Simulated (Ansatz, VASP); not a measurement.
**Two plane-wave programs on O**

```
CELL_PARAMETERS angstrom
2.81287 -1.63995 0.00000
2.81287 1.63995 0.00000
-2.36213 0.00000 3.59776
ATOMIC_POSITIONS crystal
O 0.97455 0.97455 0.84443
O 0.02545 0.02545 0.15557
```

Change from the starting cell: volume scaled by 0.96.

Alike in both runs: task single point; functional PBE; k mesh 10 × 10 × 7; occupations fermi-dirac, width 0.05 eV; no spin polarisation.

```csv
,VASP,Ansatz
version,VASP 6.6.1,Ansatz 0.2.0
potentials or method,"VASP PAW PBE potentials, release 64 (O)",Ansatz PAW
plane-wave cutoff (eV),520,420
valence electrons in the cell,12,12
```

```csv
,VASP,Ansatz,Ansatz less VASP
gap on the k mesh at the Fermi level (eV),none,none,-
pressure (GPa),2.4,0.1,-2.26
"traceless stress, the component that is largest in VASP (GPa)",6.21,2.23,-3.983
rms of the force components (eV/Å),1.261,0.511,-0.7494
```

Atom by atom the forces differ by 0.756 eV/Å (rms over components). A gap of «none» marks a metal or a gap that the smearing closes.

Noted on VASP's run: the standard files for N, O and F lose accuracy on very short bonds; spin is off for a triplet molecule. Noted on Ansatz's run: spin is off for a triplet molecule.
